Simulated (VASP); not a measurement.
A run of VASP 6.6.1:

The input POSCAR:

```
Li3TeH
1.0
    4.1981384147      0.0000000000      0.0000000000
    0.0000000000      4.1981384147      0.0000000000
    0.0000000000      0.0000000000      4.1981384147
Li Te H
3 1 1
Direct
    0.5000000000      0.0000000000      0.5000000000
    0.0000000000      0.5000000000      0.5000000000
    0.5000000000      0.5000000000      0.0000000000
    0.0000000000      0.0000000000      0.0000000000
    0.5000000000      0.5000000000      0.5000000000
```

Contents of INCAR.step1:

```
  PREC = Accurate
  ENCUT = 520
  ISMEAR = 0
  SIGMA = 0.02
  LREAL = False
  LASPH = True
  NELM = 60
  NBANDS = 16
  GGA = PE
  ALGO = Normal
  EDIFF = 1E-4
  LWAVE = True
  LCHARG = False
```

The input INCAR.step2:

```
  PREC = Accurate
  ENCUT = 520
  EDIFF = 1E-6
  ISMEAR = 0
  SIGMA = 0.02
  LREAL = False
  LASPH = True
  NELM = 60
  ALGO = Normal
  ISIF = 2
  LWAVE = False
  LCHARG = False
  METAGGA = R2SCAN
  LMIXTAU = True
  NBANDS = 16
  ISTART = 1
```

KPOINTS

```
regular mesh
0
Gamma
  6 6 6
```

Potentials or basis: VASP PAW PBE potentials, release 64 (Li_sv, Te, H).

Launch:

```sh
$ cat potpaw_PBE.64/Li_sv/POTCAR potpaw_PBE.64/Te/POTCAR potpaw_PBE.64/H/POTCAR > POTCAR
$ cp INCAR.step1 INCAR
$ mpirun -np 1 vasp_std > vasp.out
$ cp INCAR.step2 INCAR
$ mpirun -np 1 vasp_std > vasp.out
```

Hardware: 1 thread of Intel(R) Xeon(R) Platinum 8259CL CPU @ 2.50GHz (Skylake/Cascade Lake), with other jobs on the host.

How long does it take, and how much memory?

Wall time 64 s on 1 thread of Intel(R) Xeon(R) Platinum 8259CL CPU @ 2.50GHz (Skylake/Cascade Lake), with other jobs on the host, peak memory 0.19 GiB. Counts: k points 20.
